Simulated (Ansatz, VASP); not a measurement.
**One calculation of CN2O, two programs**

```xyz
16
Lattice="7.7418 0.0000 0.0000 0.0000 7.7418 0.0000 0.0000 0.0000 7.7418" Properties=species:S:1:pos:R:3 pbc="T T T"
N    -0.0793   -0.1258   -0.3481
N     0.1291   -0.4827   -1.3610
N     7.6819    3.1316    5.5204
N     6.9262    2.9351    4.7539
N     6.6331    5.2165    2.3070
N     6.5946    4.6459    1.3745
N     3.4196    0.4326    5.8198
N     4.5086    0.4634    5.9220
O     3.1745    5.0006    6.9142
O     2.0194    6.3052    2.6266
O     2.1472    1.9005    1.0174
O     5.3664    1.3132    2.1853
C     3.7665    4.1142    6.5474
C     2.7114    5.4185    2.5331
C     1.4653    2.3249    1.8096
C     4.9383    0.3922    1.6953
```

Alike in both runs: functional r2SCAN; dispersion D3(BJ); k mesh 1 × 1 × 1; occupations fermi-dirac, width 0.05 eV; no spin polarisation.

Ansatz relaxed the structure, and its values are those at the end. VASP's run is a single point on that final structure, the one shown.

|  | VASP | Ansatz |
| --- | --- | --- |
| version | VASP 6.6.1 | Ansatz 0.2.0 |
| potentials or method | VASP PAW PBE potentials, release 64 (N, O, C), cutoff 520 eV | scalar-relativistic, plane waves, PAW |
| valence electrons in the cell | 80 | 80 |

Ansatz gave:

- rms of the force components (eV/Å): 0.099

Estimate VASP's values.

rms of the force components (eV/Å): 0.948.

VASP's potentials were made for PBE, not for r2SCAN. One of these differences is far larger than is usual between the two programs; its cause wasn't traced. Ansatz's warnings: dispersion damping borrowed.

Noted on VASP's run: the standard files for N, O and F lose accuracy on very short bonds.
